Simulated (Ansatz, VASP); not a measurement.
# W: VASP beside Ansatz

```xyz
1
Lattice="-1.5848 1.5848 1.5848 1.5848 -1.5848 1.5848 1.5848 1.5848 -1.5848" Properties=species:S:1:pos:R:3 pbc="T T T"
W     0.0000    0.0000    0.0000
```

Alike in both runs: task single point; functional r2SCAN; k mesh 14 × 14 × 14; occupations gaussian, width 0.01 eV; no spin polarisation.

|  | VASP | Ansatz |
| --- | --- | --- |
| version | VASP 6.6.1 | Ansatz 0.2.0 |
| potentials or method | VASP PAW PBE potentials, release 64 (W_sv), cutoff 520 eV | plane waves (500 eV) with PAW, scalar-relativistic |
| valence electrons in the cell | 14 | 14 |

VASP gave:

| Item | Value |
| --- | --- |
| pressure (GPa) | 1.4 |

Task: Which values does Ansatz return?

Result: Pressure (GPa): 0.2.

VASP's potentials were made for PBE, not for r2SCAN.

Spin-orbit coupling is off throughout.
